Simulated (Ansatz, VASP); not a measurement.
# Two plane-wave programs on Ge

```
Ge
1.0
     3.99864    0.00000    0.00000
    -1.99932    3.46292    0.00000
     0.00000    0.00000    6.59206
Ge
4
Direct
  0.66667 0.33333 0.06278
  0.33333 0.66667 0.56278
  0.66667 0.33333 0.43722
  0.33333 0.66667 0.93722
```

Alike in both runs: task relaxation of cell and atoms; functional PBEsol; k mesh 12 × 12 × 6; occupations gaussian, width 0.1 eV; no spin polarisation.

```csv
,VASP,Ansatz
version,VASP 6.6.1,Ansatz 0.2.0
potentials or method,"VASP PAW PBE potentials, release 64 (Ge_d), cutoff 600 eV","scalar-relativistic, plane waves, PAW"
valence electrons in the cell,56,56
```

|  | VASP | Ansatz | Ansatz less VASP |
| --- | --- | --- | --- |
| gap on the k mesh at the Fermi level, each at its own relaxed structure (eV) | none | none | - |
| relaxed volume (Å³/atom) | 22.79 | 22.82 | +0.027 |
| relaxed cell length with the largest relative difference (Å) | 6.590 | 6.596 | +0.0061 |

VASP's potentials were made for PBE, not for PBEsol. A gap of «none» marks a metal or a gap that the smearing closes.
